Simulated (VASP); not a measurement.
A run of VASP 6.6.1 is set up as follows.

Contents of INCAR:

```
ALGO = Normal
EDIFF = 1E-6
ENCUT = 520
GGA = PE
ISIF = 2
ISMEAR = 0
LASPH = True
LCHARG = True
LELF = True
LREAL = False
LVHAR = True
LWAVE = False
NBANDS = 19
NELM = 100
PREC = Accurate
SIGMA = 0.1
```

KPOINTS

```
k-points
0
Gamma
  6 6 4
```

The input POSCAR:

```
CaH2Pt
1.0
    4.2680513200      0.0000000000      0.0000000000
   -2.1340256600      3.6962408700      0.0000000000
    0.0000000000      0.0000000000      5.4166906100
Ca H Pt
1 2 1
Direct
    0.0000000000      0.0000000000      0.0000000000
    0.3333333300      0.6666666700      0.0000000000
    0.6666666700      0.3333333300      0.0000000000
    0.0000000000      0.0000000000      0.5000000000
```

Potentials or basis: VASP PAW PBE potentials, release 64 (Ca_sv, H, Pt).

Run with:

```console
$ cat potpaw_PBE.64/Ca_sv/POTCAR potpaw_PBE.64/H/POTCAR potpaw_PBE.64/Pt/POTCAR > POTCAR
$ mpirun -np 1 vasp_std > vasp.out
```

**Question.** Predict the band gap on the k mesh.

**Answer.** Zero (bands 11 and 12 overlap by 0.13 eV).

**Question.** Estimate the pressure.

**Answer.** -3.7 GPa.

Stress tensor (GPa, compression positive):
```
-8.04  0.00  0.00
 0.00 -8.04  0.00
 0.00  0.00  5.01
```

Caveat: the cell stands under tension; spin-orbit coupling is left out, which moves the levels of the heavy elements.
